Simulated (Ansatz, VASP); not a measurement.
# Eu2BeAs2 in VASP and in Ansatz

```xyz
5
Lattice="4.6591 0.0000 0.0000 -2.3296 4.0349 0.0000 0.0000 0.0000 9.3292" Properties=species:S:1:pos:R:3 pbc="T T T"
Eu    0.0000    0.0000    7.6397
Eu    0.0000    0.0000    1.6895
Be    0.0000    0.0000    4.6646
As    0.0000    2.6900    0.0000
As    2.3296    1.3450    0.0000
```

Alike in both runs: functional PBE; k mesh 6 × 6 × 4; occupations gaussian, width 0.1 eV; collinear spin.

Ansatz relaxed the structure, and its values are those at the end. VASP's run is a single point on that final structure, the one shown.

```csv
,VASP,Ansatz
version,VASP 6.6.1,Ansatz 0.2.0
potentials or method,"VASP PAW PBE potentials, release 64 (Eu, Be, As), cutoff 520 eV","scalar-relativistic, plane waves, PAW"
valence electrons in the cell,46,66
```

Ansatz gave:

| Quantity | Value |
| --- | --- |
| gap on the k mesh at the Fermi level (eV) | none |
| pressure (GPa) | 0.0 |
| rms of the force components (eV/Å) | 0.008 |
| net moment per atom (μB) | 0.00 |
| size of the moment on the site where the two differ most (μB) | 6.76 |

**Question.** Which values does VASP return?

**Answer.** gap on the k mesh at the Fermi level (eV): none; pressure (GPa): -0.1; rms of the force components (eV/Å): 0.002; net moment per atom (μB): 0.00; size of the moment on the site where the two differ most (μB): 6.59.

Site moments also hang on the region over which each program counts them. A gap of «none» marks a metal or a gap that the smearing closes. The functional is the same, so the differences come from potentials, cutoffs and numerics. VASP's potentials hold 46 valence electrons a cell and Ansatz's 66, so a difference there can come from the potentials and not from the codes.

Neither program's run includes spin-orbit coupling.
